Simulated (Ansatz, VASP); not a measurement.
**One calculation of Mo, two programs**

File INCAR:

```
SYSTEM = Mo
PREC = Accurate
ENCUT = 520
EDIFF = 1E-7
ISMEAR = 0
SIGMA = 0.1
LREAL = .False.
LASPH = .True.
NELM = 100
ALGO = Fast
ISIF = 2
LWAVE = .False.
LCHARG = .False.
GGA = PE
NBANDS = 21
```

The input KPOINTS:

```
Automatic mesh
0
Gamma
  16 16 16
  0 0 0
```

The input POSCAR:

```
Mo
1.0
    3.3502383152      0.0000000000      0.0000000000
    0.0000000000      3.3502383152      0.0000000000
    0.0000000000      0.0000000000      3.3502383152
Mo
2
Direct
    0.0000000000      0.0000000000      0.0000000000
    0.5000000000      0.5000000000      0.5000000000
```

Input for Ansatz:

```yaml
crystal:
  lattice:
    - [3.3502383152, 0.0, 0.0]
    - [0.0, 3.3502383152, 0.0]
    - [0.0, 0.0, 3.3502383152]
  atoms:
    - { symbol: Mo, position: [0.0, 0.0, 0.0] }
    - { symbol: Mo, position: [0.5, 0.5, 0.5] }
basis:
  ecutwfc: 420
kpoints:
  mp_grid: { grid: [16, 16, 16] }
hamiltonian:
  xc: pbe
scf:
  occupations: { method: gaussian, width: 0.1 }
output:
  forces: true
  stress: true
  eigenvalues: true
```

Change from the starting cell: equal strain along all axes, cell held, atoms relaxed: +6.0 %.

Alike in both runs: task single point; functional PBE; k mesh 16 × 16 × 16; occupations gaussian, width 0.1 eV; no spin polarisation.

|  | VASP | Ansatz |
| --- | --- | --- |
| version | VASP 6.6.1 | Ansatz 0.2.0 |
| potentials or method | VASP PAW PBE potentials, release 64 (Mo_sv), cutoff 520 eV | scalar-relativistic, plane waves, PAW |
| valence electrons in the cell | 28 | 28 |

```tsv
	VASP	Ansatz	Ansatz less VASP
gap on the k mesh at the Fermi level (eV)	none	none	-
pressure (GPa)	-30.8	-31.1	-0.22
```

A gap of «none» marks a metal or a gap that the smearing closes. Both programs put the cell under strong tension, so it lies far from rest at this level.

Noted on VASP's run: the cell as given lies far from equilibrium.
